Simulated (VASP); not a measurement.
# C (I4_1/amd) in VASP: single point with PBE

Aim: the single point of C with PBE.

Everything below comes from runs of VASP 6.6.1. Logs are shortened: lines on timing, memory, paths and dates and some standing lists are left out, and cuts for length are marked.

## Step 1: The cell of the first run

It takes space group I4_1/amd (No. 141, tetragonal). Conventional cell: a = 2.462 Å, b = 2.462 Å, c = 3.750 Å, α = 90.00°, β = 90.00°, γ = 90.00°. Within 2.1 Å of C (site symmetry -4m2) lie 4 C at 1.55 Å.

## Step 2: Single point, PBE

Input file INCAR:

```
SYSTEM = C
ALGO = Normal ; EDIFF = 1E-6
ENCUT = 600 ; GGA = PE
GGA_COMPAT = .FALSE. ; ISIF = 2
ISMEAR = 0 ; LASPH = .TRUE.
LCHARG = .FALSE. ; LREAL = .FALSE.
LWAVE = .FALSE. ; NBANDS = 11
NELM = 120 ; PREC = Accurate
SIGMA = 0.05
```

Input file KPOINTS:

```
k-points
0
G
  18 18 18
  0 0 0
```

Input file POSCAR:

```
C
1.0
    0.0000000000      1.7410940939      1.8750244088
    1.7410940939      0.0000000000      1.8750244088
    1.7410940939      1.7410940939      0.0000000000
C
2
Direct
    0.5000000000      0.5000000000      0.5000000000
    0.7500000000      0.7500000000      0.7500000000
```

Potentials or basis: VASP PAW PBE potentials, release 64 (C).

Launch:

```
$ cat potpaw_PBE.64/C/POTCAR > POTCAR
$ mpirun -np 1 vasp_std > vasp.out
```

OUTCAR:

```text
SYSTEM = C
   EDIFF = 1E-6
   ENCUT = 600
   GGA = PE
   ISIF = 2
   ISMEAR = 0
   LASPH = .TRUE.
   LREAL = .FALSE.
   NELM = 120
   PREC = Accurate

 ion  position               nearest neighbor table
   1  0.500  0.500  0.500-   2 1.55   2 1.55   2 1.55   2 1.55
   2  0.750  0.750  0.750-   1 1.55   1 1.55   1 1.55   1 1.55

  LATTYP: Found a body centered tetragonal cell.
 ALAT       =     2.4622788810
 C/A-ratio  =     1.5229992210

  Lattice vectors:

 A1 = (  -1.7410940939,   0.0000000000,   1.8750244088)
 A2 = (   1.7410940939,   0.0000000000,   1.8750244088)
 A3 = (   0.0000000000,   1.7410940939,  -1.8750244088)

Analysis of symmetry for initial positions (statically):
=====================================================================
 Subroutine PRICEL returns:
 Original cell was already a primitive cell.

 Routine SETGRP: Setting up the symmetry group for a
 body centered tetragonal supercell.

 Subroutine GETGRP returns: Found 16 space group operations
 (whereof  8 operations were pure point group operations)
 out of a pool of 16 trial point group operations.

The static configuration has the point symmetry D_2d.
 The point group associated with its full space group is D_4h.

Analysis of symmetry for dynamics (positions and initial velocities):
=====================================================================
 Subroutine PRICEL returns:
 Original cell was already a primitive cell.

 Routine SETGRP: Setting up the symmetry group for a
 body centered tetragonal supercell.

 Subroutine GETGRP returns: Found 16 space group operations
 (whereof  8 operations were pure point group operations)
 out of a pool of 16 trial point group operations.

The dynamic configuration has the point symmetry D_2d.
 The point group associated with its full space group is D_4h.

 Subroutine INISYM returns: Found 16 space group operations
 (whereof  8 operations are pure point group operations),
 and found     1 'primitive' translations

----------------------------------------------------------------------------------------

                                     Primitive cell

  volume of cell :      11.3679

  direct lattice vectors                    reciprocal lattice vectors
     0.000000000  1.741094094  1.875024409    -0.287175749  0.287175749  0.266663195
     1.741094094  0.000000000  1.875024409     0.287175749 -0.287175749  0.266663195
     1.741094094  1.741094094  0.000000000     0.287175749  0.287175749 -0.266663195

  length of vectors
     2.558735074  2.558735074  2.462278881     0.485848825  0.485848825  0.485848825

  position of ions in fractional coordinates (direct lattice)
     0.500000000  0.500000000  0.500000000
     0.750000000  0.750000000  0.750000000

  ion indices of the primitive-cell ions
   primitive index   ion index
                 1           1
                 2           2

----------------------------------------------------------------------------------------

 KPOINTS: k-points

Automatic generation of k-mesh.
 Grid dimensions read from file:
 generate k-points for:   18   18   18

 Generating k-lattice:

  Cartesian coordinates                     Fractional coordinates (reciprocal lattice)
    -0.015954208  0.015954208  0.014814622     0.055555556  0.000000000  0.000000000
     0.015954208 -0.015954208  0.014814622     0.000000000  0.055555556  0.000000000
     0.015954208  0.015954208 -0.014814622    -0.000000000 -0.000000000  0.055555556

  Length of vectors
     0.026991601  0.026991601  0.026991601

  Shift w.r.t. Gamma in fractional coordinates (k-lattice)
     0.000000000  0.000000000  0.000000000

 Subroutine IBZKPT returns following result:
 ===========================================

 Found    480 irreducible k-points:

 Following reciprocal coordinates:
            Coordinates               Weight
  0.000000  0.000000  0.000000      1.000000
  0.055556  0.000000  0.000000      8.000000
  0.111111  0.000000  0.000000      8.000000
  0.166667  0.000000  0.000000      8.000000
  0.222222  0.000000  0.000000      8.000000
  0.277778  0.000000  0.000000      8.000000
[... 16 lines left out ...]
 -0.277778  0.055556  0.000000      8.000000
 -0.222222  0.055556  0.000000      8.000000
 [... further k-points ...]
   k-points           NKPTS =    480   k-points in BZ     NKDIM =    480   number of bands    NBANDS=     11
   number of dos      NEDOS =    301   number of ions     NIONS =      2
   total plane-waves  NPLWV =   8000
   dimension x,y,z NGX =    20 NGY =   20 NGZ =   20
   dimension x,y,z NGXF=    40 NGYF=   40 NGZF=   40
   ions per type =               2
   NGX,Y,Z   is equivalent  to a cutoff of  12.99, 12.99, 13.50 a.u.
   NGXF,Y,Z  is equivalent  to a cutoff of  25.99, 25.99, 27.01 a.u.
 SYSTEM =  C
   PREC   = accura    normal or accurate (medium, high low for compatibility)
   ISTART =      0    job   : 0-new  1-cont  2-samecut
   ICHARG =      2    charge: 1-file 2-atom 10-const
   ISPIN  =      1    spin polarized calculation?
   LNONCOLLINEAR =      F non collinear calculations
   LSORBIT =      F    spin-orbit coupling
   LASPH  =      T    aspherical Exc in radial PAW
   ENCUT  =  600.0 eV  44.10 Ry    6.64 a.u.   5.11  5.11  4.92*2*pi/ulx,y,z
   NELM   =    120;   NELMIN=  2; NELMDL= -5     # of ELM steps
   EDIFF  = 0.1E-05   stopping-criterion for ELM
   LREAL  =      F    real-space projection
   EDIFFG = 0.1E-04   stopping-criterion for IOM
   NSW    =      0    number of steps for IOM
   IBRION =     -1    ionic relax: 0-MD 1-quasi-New 2-CG
   NFREE  =      0    steps in history (QN), initial steepest desc. (CG)
   ISIF   =      2    stress and relaxation
   ISYM   =      2    0-nonsym 1-usesym 2-fastsym
   POTIM  = 0.5000    time-step for ionic-motion
   TEBEG  =    0.0;   TEEND  =   0.0 temperature during run
   PSTRESS=    0.0 pullay stress
   NELECT =       8.0000    total number of electrons
   NUPDOWN=      -1.0000    fix difference up-down
   EMIN   =  10.00;   EMAX   =-10.00  energy-range for DOS
   EFERMI =   0.00;   METHOD = LEGACY
   ISMEAR =     0;   SIGMA  =   0.05  broadening in eV -4-tet -1-fermi 0-gaus
   EFERMI_NEDOS =   21; number of points for ismear=-14 and -15
   IALGO  =     38    algorithm
   IMIX   =      4    mixing-type and parameters
     AMIX     =   0.40;   BMIX     =  1.00
     AMIX_MAG =   1.60;   BMIX_MAG =  1.00
  volume/ion in A,a.u.               =       5.68        38.36
  Fermi-wavevector in a.u.,A,eV,Ry     =   1.456166  2.751756 28.850076  2.120421
  Thomas-Fermi vector in A             =   2.573116
   LORBIT       =      0    0 simple, 1 ext, 2 COOP (PROOUT), +10 PAW based schemes
   GGA     = PE    functional components
   LHFCALC =     F    Hartree Fock is set to
   AEXX    =    0.0000 exact exchange contribution
   IVDW    =     0    specifies the selected vdW correction
   LEPSILON=     F    determine dielectric tensor
   LRPA    =     F    only Hartree local field effects (RPA)
 non-spin polarized calculation
 Gauss-broadening in eV      SIGMA  =   0.05
  energy-cutoff  :      600.00
  volume of cell :       11.37
 maximum number of plane-waves:       391
   NGX = 11   NGY = 11   NGZ =  9

 number of electron       7.9999999 magnetization

 Free energy of the ion-electron system (eV)
  ---------------------------------------------------
  ext. energy  EPLUGINS =         0.00000000
  ---------------------------------------------------
  free energy    TOTEN  =       -18.06372024 eV

  energy without entropy =      -18.06372024  energy(sigma->0) =      -18.06372024

 E-fermi :  10.3174     XC(G=0): -13.2476

 val. band max:       10.1096106768   @ k =   0.0000   0.0000   0.0000
 cond. band min:      13.2998744741   @ k =   0.3889   0.0000   0.3889
 fundamental gap:      3.1902637973
 Fermi energy:        10.3174175401

 k-point     1 :       0.0000    0.0000    0.0000
  band No.  band energies     occupation
      1     -11.7420      2.00000
      2       8.9002      2.00000
      3      10.1096      2.00000
      4      10.1096      2.00000
      5      15.0368      0.00000
      6      15.0368      0.00000
      7      15.9520      0.00000
      8      22.8636      0.00000
      9      29.0288      0.00000
     10      33.7815      0.00000
     11      34.8160      0.00000

 k-point     2 :       0.0556    0.0000    0.0000
  band No.  band energies     occupation
      1     -11.6563      2.00000
      2       8.6075      2.00000
      3       9.6614      2.00000
      4       9.9670      2.00000
      5      15.2411      0.00000
      6      15.2668      0.00000
      7      16.2537      0.00000
      8      22.9400      0.00000
      9      29.1770      0.00000
     10      32.6959      0.00000
     11      36.1565      0.00000

 k-point     3 :       0.1111    0.0000    0.0000
  band No.  band energies     occupation
      1     -11.3998      2.00000
      2       7.5658      2.00000
      3       8.9036      2.00000
      4       9.6104      2.00000
      5      15.7231      0.00000
      6      15.7683      0.00000
      7      16.9686      0.00000
      8      23.1681      0.00000
      9      29.5502      0.00000
     10      31.6429      0.00000
     11      34.8103      0.00000

 k-point     4 :       0.1667    0.0000    0.0000
  band No.  band energies     occupation
      1     -10.9739      2.00000
      2       5.9263      2.00000
      3       8.2680      2.00000
      4       9.1669      2.00000
      5      16.1768      0.00000
      6      16.4492      0.00000
      7      17.7520      0.00000
      8      23.5355      0.00000
      9      29.8978      0.00000
     10      31.1804      0.00000
     11      33.6256      0.00000
[... 239 lines left out ...]
 k-point    22 :      -0.3333    0.0556    0.0000
  band No.  band energies     occupation
      1      -8.2543      2.00000
      2      -0.2601      2.00000
      3       6.0573      2.00000
      4       8.1398      2.00000
      5      17.1771      0.00000
      6      18.0208      0.00000
      7      19.5331      0.00000
      8      24.6863      0.00000
      9      30.6040      0.00000
     10      32.4209      0.00000
     11      34.6945      0.00000

 k-point    23 :      -0.2778    0.0556    0.0000
  band No.  band energies     occupation
      1      -9.2141      2.00000
      2       1.5306      2.00000
      3       6.3647      2.00000
      4       8.5178      2.00000
      5      17.0911      0.00000
      6      17.5659      0.00000
      7      19.3604      0.00000
      8      24.2408      0.00000
      9      30.5040      0.00000
     10      31.8022      0.00000
     11      34.1471      0.00000

 k-point    24 :      -0.2222    0.0556    0.0000
  band No.  band energies     occupation
      1     -10.0292      2.00000
      2       3.3965      2.00000
      3       6.7865      2.00000
      4       8.9451      2.00000
      5      16.8581      0.00000
      6      16.9736      0.00000
      7      19.0266      0.00000
      8      23.8095      0.00000
      9      30.4481      0.00000
     10      31.7215      0.00000
     11      33.4601      0.00000

 [... further k-points ...]
[... 5 lines left out ...]
  --------------------------------------------------------------------------------------
  -------------------------------------------------------------------------------------
  Total        1.8195144      1.8195144     -3.4251787      0.0000000     -0.0000000      0.0000000
  in kB      256.4393517    256.4393517   -482.7390273      0.0000000     -0.0000000      0.0000000
  external PRESSURE =      10.0465587 kB  Pullay stress =       0.0000000 kB

 VOLUME and BASIS-vectors are now :
 -----------------------------------------------------------------------------
  energy-cutoff  :      600.00
  volume of cell :       11.37
      direct lattice vectors                 reciprocal lattice vectors
     0.000000000  1.741094094  1.875024409    -0.287175749  0.287175749  0.266663195
     1.741094094  0.000000000  1.875024409     0.287175749 -0.287175749  0.266663195
     1.741094094  1.741094094  0.000000000     0.287175749  0.287175749 -0.266663195

 POSITION                                       TOTAL-FORCE (eV/Angst)
 -----------------------------------------------------------------------------------
      1.74109      1.74109      1.87502        -0.000000     -0.000000      0.000000
      2.61164      2.61164      2.81254         0.000000      0.000000     -0.000000
 -----------------------------------------------------------------------------------
    total drift:                                0.000000     -0.000000      0.000000

  FREE ENERGIE OF THE ION-ELECTRON SYSTEM (eV)
  ---------------------------------------------------
  free  energy   TOTEN  =       -18.0637202390 eV

  energy  without entropy=      -18.0637202390  energy(sigma->0) =      -18.06372024
```

Run time: 46 s. Hardware: 1 thread of Intel Xeon 8259CL, shared host; peak memory 0.17 GiB.

What came out:

```
Free energy            : -18.0637 eV
Pressure               : 1.0 GPa
Band gap on the k mesh : 3.19 eV (least direct gap 4.93 eV)
```

Caveat: the stress differs along the axes, from -48 to 26 GPa. A k mesh can miss the band edges.
